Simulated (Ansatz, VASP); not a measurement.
**Two plane-wave programs on RbSi6**

Contents of INCAR:

```
SYSTEM = RbSi6
ALGO     = Normal         ! electronic algorithm
EDIFF    = 1E-6           ! SCF threshold, eV
ENCUT    = 520            ! plane-wave cutoff, eV
GGA      = PE             ! functional
ISIF     = 2              ! what is computed and relaxed
ISMEAR   = 0              ! smearing method
LASPH    = .TRUE.         ! aspherical terms in the spheres
LCHARG   = .FALSE.        ! write CHGCAR
LREAL    = .FALSE.        ! projectors in reciprocal space
LWAVE    = .FALSE.        ! write WAVECAR
NBANDS   = 26             ! bands
NELM     = 60             ! most SCF steps
PREC     = Accurate       ! precision mode
SIGMA    = 0.1            ! smearing width, eV
```

File KPOINTS:

```
k-points
0
G
  8 8 8
  0 0 0
```

File POSCAR:

```
RbSi6
1.0
   -3.2599365090      3.2599365090      3.2599365090
    3.2599365090     -3.2599365090      3.2599365090
    3.2599365090      3.2599365090     -3.2599365090
Rb Si
1 6
Direct
    0.0000000000      0.0000000000      0.0000000000
    0.7500000000      0.2500000000      0.5000000000
    0.2500000000      0.7500000000      0.5000000000
    0.5000000000      0.2500000000      0.7500000000
    0.7500000000      0.5000000000      0.2500000000
    0.5000000000      0.7500000000      0.2500000000
    0.2500000000      0.5000000000      0.7500000000
```

Input for Ansatz:

```yaml
crystal:
  lattice:
    - [-3.259936509, 3.259936509, 3.259936509]
    - [3.259936509, -3.259936509, 3.259936509]
    - [3.259936509, 3.259936509, -3.259936509]
  atoms:
    - { symbol: Rb, position: [0.0, 0.0, 0.0] }
    - { symbol: Si, position: [0.75, 0.25, 0.5] }
    - { symbol: Si, position: [0.25, 0.75, 0.5] }
    - { symbol: Si, position: [0.5, 0.25, 0.75] }
    - { symbol: Si, position: [0.75, 0.5, 0.25] }
    - { symbol: Si, position: [0.5, 0.75, 0.25] }
    - { symbol: Si, position: [0.25, 0.5, 0.75] }
basis:
  ecutwfc: 420
kpoints:
  mp_grid: { grid: [8, 8, 8] }
hamiltonian:
  xc: pbe
scf:
  occupations: { method: gaussian, width: 0.1 }
output:
  forces: true
  stress: true
  eigenvalues: true
```

Alike in both runs: task single point; functional PBE; k mesh 8 × 8 × 8; occupations gaussian, width 0.1 eV; no spin polarisation.

|  | VASP | Ansatz |
| --- | --- | --- |
| version | VASP 6.6.1 | Ansatz 0.2.0 |
| potentials or method | VASP PAW PBE potentials, release 64 (Rb_sv, Si), cutoff 520 eV | scalar-relativistic, plane waves, PAW |
| valence electrons in the cell | 33 | 33 |

```csv
,VASP,Ansatz,Ansatz less VASP
gap on the k mesh at the Fermi level (eV),none,none,-
pressure (GPa),11.1,11.1,+0.04
```

A gap of «none» marks a metal or a gap that the smearing closes.
